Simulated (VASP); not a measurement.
Input of a VASP 6.6.1 run:

File INCAR:

```
ALGO = Fast ; EDIFF = 1E-6
ENCUT = 520 ; GGA = PS
ISIF = 2 ; ISMEAR = 0
LASPH = T ; LCHARG = F
LREAL = F ; LWAVE = F
NBANDS = 12 ; NELM = 80
PREC = Accurate ; SIGMA = 0.15
```

The input KPOINTS:

```
k-points
0
Gamma
  22 22 22
```

The input POSCAR:

```
Zn
1.0
   -1.7171167600      1.5228280685      1.5228280685
    1.5228280685     -1.7171167600      1.5228280685
    1.5228280685      1.5228280685     -1.7171167600
Zn
1
Direct
    0.0000000000      0.0000000000      0.0000000000
```

Potentials or basis: VASP PAW PBE potentials, release 64 (Zn).

The run is started by

```sh
$ cat potpaw_PBE.64/Zn/POTCAR > POTCAR
$ mpirun -np 1 vasp_std > vasp.out
```

Problem. What does it give for the pressure?

Solution. 9.7 GPa.

Problem. What does it give for the band gap on the k mesh?

Solution. Zero (bands 6 and 7 overlap by 5.68 eV).

Stress tensor (GPa, compression positive):
```
 9.67 10.40 10.40
10.40  9.67 10.40
10.40 10.40  9.67
```

Caveat: the cell stands under pressure; the PAW data sets were made with another functional, which shifts forces and pressure a little.
